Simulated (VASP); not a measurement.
## Ge: single point with LDA

Crystal: Ge.

```
Ge
1.0
    -2.56076    2.71974    1.47429
     2.56076   -2.71974    1.47429
     2.56076    2.71974   -1.47429
Ge
2
Direct
  0.18594 0.93594 0.25000
  0.81406 0.06406 0.75000
```

```yaml
Program: VASP 6.6.1
Task: single point
Functional: LDA
Potentials_or_basis: VASP PAW LDA potentials, release 64 (Ge_d)
Cutoff: 520 eV
k_mesh: 11 × 11 × 11
Occupations: fermi-dirac, width 0.15 eV
Spin: no spin polarisation
```

| Item | Value |
| --- | --- |
| Pressure | -8.1 GPa |
| Largest force | 0.055 eV/Å |
| Band gap on the k mesh | zero (bands 14 and 15 overlap by 4.56 eV) |

Forces on the atoms (eV/Å):
```
Ge   0.000  0.000 -0.055
Ge   0.000  0.000  0.055
```

Stress tensor (GPa, compression positive):
```
-7.48  0.00  0.00
 0.00 -8.44  0.00
 0.00  0.00 -8.35
```

Levels at points of the mesh, in eV from the Fermi level:
```
           k point  band 10  band 11  band 12  band 13  band 14  band 15  band 16  band 17  band 18  band 19
(0.00, 0.00, 0.00)   -24.50   -12.46    -4.18    -2.10    -1.69     3.71     6.46     6.57     7.22     7.55
```

It took 65 s on 1 thread of Intel(R) Xeon(R) 6975P-C (Granite Rapids), with other jobs on the host, peak memory 0.26 GiB.

Caveat: the cell stands under tension.
